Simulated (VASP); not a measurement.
Input of a VASP 6.6.1 run:

The input INCAR:

```
PREC = Accurate ; ENCUT = 520
EDIFF = 1E-7 ; ISMEAR = 0
SIGMA = 0.05 ; LREAL = F
LASPH = T ; NELM = 80
ALGO = Normal ; ISIF = 2
LWAVE = F ; LCHARG = F
NBANDS = 36
```

The input KPOINTS:

```
Automatic mesh
0
Gamma
  8 8 2
```

Contents of POSCAR:

```
MgO
1.0
   -3.4517839558      0.0000000000      0.0000000000
   -1.7258919779     -2.9893325941      0.0000000000
   -2.6847208545     -1.9928883961     12.4189476803
Mg O
6 6
Direct
    0.6296222222      0.6111000000      0.0833500000
    0.4814740741      0.3888777778      0.4166833333
    0.3333259259      0.1666555556      0.7500166667
   -0.0740814815     -0.2777888889      0.9166833333
    0.2222148148      0.1666555556      0.2500166667
    0.0740666667     -0.0555666667      0.5833500000
    0.2592518519      0.0555444444      0.9166833333
    0.5555481481      0.4999888889      0.2500166667
    0.4074000000      0.2777666667      0.5833500000
    0.2962888889      0.2777666667      0.0833500000
    0.1481407407      0.0555444444      0.4166833333
   -0.0000074074     -0.1666777778      0.7500166667
```

Potentials or basis: VASP PAW LDA potentials, release 64 (Mg, O).

The run is started by

```console
$ cat potpaw_LDA.64/Mg/POTCAR potpaw_LDA.64/O/POTCAR > POTCAR
$ mpirun -np 1 vasp_std > vasp.out
```

Question: What does it give for the band gap on the k mesh?

Answer: 2.83 eV, direct.

Question: Estimate the pressure.

Answer: -1.2 GPa.

Forces on the atoms (eV/Å):
```
Mg   1.777 -0.204  3.104
Mg  -0.002 -0.001  0.001
Mg   0.001  0.027 -0.040
Mg  -1.777  0.204 -3.104
Mg  -0.001 -0.027  0.040
Mg   0.002  0.001 -0.001
O    0.175  0.808 -0.400
O   -0.040 -0.021 -0.015
O    0.002  0.000 -0.002
O   -0.175 -0.808  0.400
O   -0.002  0.000  0.002
O    0.040  0.021  0.015
```

Caveat: forces of over 1 eV/Å act on the atoms, so gaps and moduli don't describe the material at rest. LDA gaps usually lie below the measured ones, often by a third to a half.
